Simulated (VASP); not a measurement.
A run of VASP 6.6.1 is set up as follows.

Contents of INCAR:

```
ALGO = Normal
EDIFF = 1E-6
ENCUT = 520
ISIF = 2
ISMEAR = 0
LASPH = True
LCHARG = False
LREAL = False
LWAVE = False
NBANDS = 11
NELM = 60
PREC = Accurate
SIGMA = 0.15
```

The input KPOINTS:

```
k-points
0
Gamma
  24 24 6
```

File POSCAR:

```
C
1.0
    2.4898205103      0.0000000000      0.0000000000
   -1.2449102552      2.1562478128      0.0000000000
    0.0000000000      0.0000000000      8.2949590090
C
2
Direct
    0.3333333333      0.6666666667      0.0000000000
    0.6666666667      0.3333333333      0.0000000000
```

Potentials or basis: VASP PAW LDA potentials, release 64 (C).

Command:

```bash
$ cat potpaw_LDA.64/C/POTCAR > POTCAR
$ mpirun -np 1 vasp_std > vasp.out
```

**Question.** Estimate the band gap on the k mesh.

**Answer.** Zero (filled and empty bands touch).
